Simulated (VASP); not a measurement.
Write the native input for VASP 6.6.1 that does the following.

```yaml
Task: single point
Functional: PBEsol
Potentials_or_basis: VASP PAW PBE potentials, release 64 (Hf_pv)
Cutoff: 520 eV
k_mesh: 18 × 18 × 10
Occupations: gaussian, width 0.15 eV
Spin: no spin polarisation
Dipole_correction: no
Further_INCAR_settings: ALGO = Fast; EDIFF = 1e-06; NBANDS = 17
```

The structure of Hf lies in POSCAR:

```
Hf
1.0
    3.0417588492      0.0000000000      0.0000000000
   -1.5208794246      3.0447714125      0.0000000000
    0.0000000000      0.0000000000      4.6215076546
Hf
2
Direct
    0.3333333333      0.6666666667      0.2500000000
    0.6666666667      0.3333333333      0.7500000000
```

This cell differs from its parent crystal: strain +e along x and -e along y -0.0750, strain +e along z and -e/2 along x and y -0.0750.

These files were run (other wordings do the same):

INCAR

```
SYSTEM = Hf
ALGO     = Fast           ! electronic algorithm
EDIFF    = 1E-6           ! SCF threshold, eV
ENCUT    = 520            ! plane-wave cutoff, eV
GGA      = PS             ! functional
ISIF     = 2              ! what is computed and relaxed
ISMEAR   = 0              ! smearing method
LASPH    = .TRUE.         ! aspherical terms in the spheres
LCHARG   = .FALSE.        ! write CHGCAR
LREAL    = .FALSE.        ! projectors in reciprocal space
LWAVE    = .FALSE.        ! write WAVECAR
NBANDS   = 17             ! bands
NELM     = 60             ! most SCF steps
PREC     = Accurate       ! precision mode
SIGMA    = 0.15           ! smearing width, eV
```

KPOINTS

```
k-points
0
G
  18 18 10
  0 0 0
```

Potentials or basis: VASP PAW PBE potentials, release 64 (Hf_pv).

Run with:

```bash
$ cat potpaw_PBE.64/Hf_pv/POTCAR > POTCAR
$ mpirun -np 1 vasp_std > vasp.out
```

Results of the run:

The pressure is 1.7 GPa, the largest force is 0.396 eV/Å and the band gap on the k mesh is zero (bands 10 and 11 overlap by 1.61 eV).

Caveat: the cell differs from its parent crystal (strain +e along x and -e along y -0.0750, strain +e along z and -e/2 along x and y -0.0750); the stress differs along the axes, from -7 to 7 GPa; the PAW data sets were made with another functional, which shifts forces and pressure a little; spin-orbit coupling is left out, which moves the levels of the heavy elements.

Wall time 3.3 min on 1 thread of Intel(R) Xeon(R) 6975P-C (Granite Rapids), on a shared host, peak memory 0.43 GiB.
